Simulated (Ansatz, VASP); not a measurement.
**Two plane-wave programs on KZnF3**

File POSCAR:

```
KZnF3
1.0
    4.0461677399     -0.0404616774      0.0000000000
   -0.0404616774      4.0461677399      0.0000000000
    0.0000000000      0.0000000000      4.0461677399
K Zn F
1 1 3
Direct
    0.0000000000      0.0000000000      0.0000000000
    0.5000000000      0.5000000000      0.5000000000
    0.5000000000      0.5000000000      0.0000000000
    0.5000000000      0.0000000000      0.5000000000
    0.0000000000      0.5000000000      0.5000000000
```

Contents of INCAR.step1:

```
ALGO = Normal
EDIFF = 1E-4
ENCUT = 520
GGA = PE
ISMEAR = 0
LASPH = True
LCHARG = False
LREAL = False
LWAVE = True
NBANDS = 29
NELM = 60
PREC = Accurate
SIGMA = 0.01
```

File INCAR.step2:

```
ALGO = Normal
EDIFF = 1E-6
ENCUT = 520
ISIF = 2
ISMEAR = 0
ISTART = 1
LASPH = True
LCHARG = False
LMIXTAU = True
LREAL = False
LWAVE = False
METAGGA = R2SCAN
NBANDS = 29
NELM = 60
PREC = Accurate
SIGMA = 0.01
```

KPOINTS

```
k-points
0
Gamma
  6 6 6
```

Input for Ansatz:

```yaml
crystal:
  lattice:
    - [4.0461677399, -0.0404616774, 0.0]
    - [-0.0404616774, 4.0461677399, 0.0]
    - [0.0, 0.0, 4.0461677399]
  atoms:
    - { symbol: K, position: [0.0, 0.0, 0.0] }
    - { symbol: Zn, position: [0.5, 0.5, 0.5] }
    - { symbol: F, position: [0.5, 0.5, 0.0] }
    - { symbol: F, position: [0.5, 0.0, 0.5] }
    - { symbol: F, position: [0.0, 0.5, 0.5] }
kpoints:
  mp_grid: { grid: [6, 6, 6] }
  band_path:
    path: [[0.0, 0.0, 0.0], [0.0, 0.5, 0.0], [0.5, 0.5, 0.0], [0.5, 0.5, 0.5]]
    npoints: 1
hamiltonian:
  xc: r2scan
scf:
  occupations: { method: fixed }
  n_extra_bands: 5
output:
  forces: true
  stress: true
  eigenvalues: true
  write_density: true
  write_potential: true
  elf: true
  volumetric_format: npy
```

Change from the starting cell: shear_xy strain -2.0%.

Alike in both runs: task single point; functional r2SCAN; k mesh 6 × 6 × 6; no spin polarisation.

|  | VASP | Ansatz |
| --- | --- | --- |
| version | VASP 6.6.1 | Ansatz 0.2.0 |
| potentials or method | VASP PAW PBE potentials, release 64 (K_sv, Zn, F) | plane waves, PAW |
| plane-wave cutoff (eV) | 520 | 500 |
| occupations | gaussian, width 0.01 eV | fixed |
| valence electrons in the cell | 42 | 42 |

```csv
,VASP,Ansatz,Ansatz less VASP
gap on the k mesh at the Fermi level (eV),4.58,4.64,+0.051
pressure (GPa),0.3,0.0,-0.29
"traceless stress, the component that is largest in VASP (GPa)",0.76,0.74,-0.018
```

VASP's potentials were made for PBE, not for r2SCAN.
